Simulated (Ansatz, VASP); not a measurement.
# ZnCu: VASP beside Ansatz

Contents of INCAR:

```
SYSTEM = ZnCu
PREC = Accurate
ENCUT = 600
EDIFF = 1E-7
ISMEAR = -1
SIGMA = 0.1
LREAL = .FALSE.
LASPH = .TRUE.
NELM = 60
ALGO = Normal
ISIF = 3
LWAVE = .FALSE.
LCHARG = .FALSE.
IBRION = 2
NSW = 80
EDIFFG = -0.01
```

Contents of KPOINTS:

```
regular mesh
0
G
  11 11 11
  0 0 0
```

POSCAR

```
ZnCu
1.0
    2.9450000000      0.0000000000      0.0000000000
    0.0000000000      2.9450000000      0.0000000000
    0.0000000000      0.0000000000      2.9450000000
Zn Cu
1 1
Direct
    0.5000000000      0.5000000000      0.5000000000
    0.0000000000      0.0000000000      0.0000000000
```

Input for Ansatz:

```yaml
crystal:
  lattice:
    - [2.945, 0.0, 0.0]
    - [0.0, 2.945, 0.0]
    - [0.0, 0.0, 2.945]
  atoms:
    - { symbol: Zn, position: [0.5, 0.5, 0.5] }
    - { symbol: Cu, position: [0.0, 0.0, 0.0] }
  symmetry: { tolerance: 0.0003 }
hamiltonian:
  xc: lda
  pseudopotentials: { kind: paw, azcp: { folder: soft_1 } }
basis:
  ecutwfc: 420
magnetization:
  spin_polarized: false
scf:
  occupations: { method: fermi_dirac, width: 0.1 }
kpoints:
  mp_grid: { grid: [11, 11, 11], shift: [0, 0, 0] }
output:
  forces: true
  stress: true
  eigenvalues: true
relax:
  max_steps: 60
  cell: {}
```

Alike in both runs: task relaxation of cell and atoms; functional LDA; k mesh 11 × 11 × 11; occupations fermi-dirac, width 0.1 eV; no spin polarisation.

```csv
,VASP,Ansatz
version,VASP 6.6.1,Ansatz 0.2.0
potentials or method,"VASP PAW LDA potentials, release 64 (Zn, Cu), cutoff 600 eV",PAW plane waves
valence electrons in the cell,23,31
```

```tsv
	VASP	Ansatz	Ansatz less VASP
gap on the k mesh at the Fermi level, each at its own relaxed structure (eV)	none	none	-
relaxed volume (Å³/atom)	11.88	11.81	-0.075
relaxed cell length with the largest relative difference (Å)	2.875	2.869	-0.0061
```

Ansatz warns that its potentials were made for another functional, while VASP's fit it. LDA's correlation is that of Perdew and Zunger in VASP and of Perdew and Wang (1992) in Ansatz. A gap of «none» marks a metal or a gap that the smearing closes. VASP's potentials hold 23 valence electrons a cell and Ansatz's 31, so a difference there can come from the potentials and not from the codes.
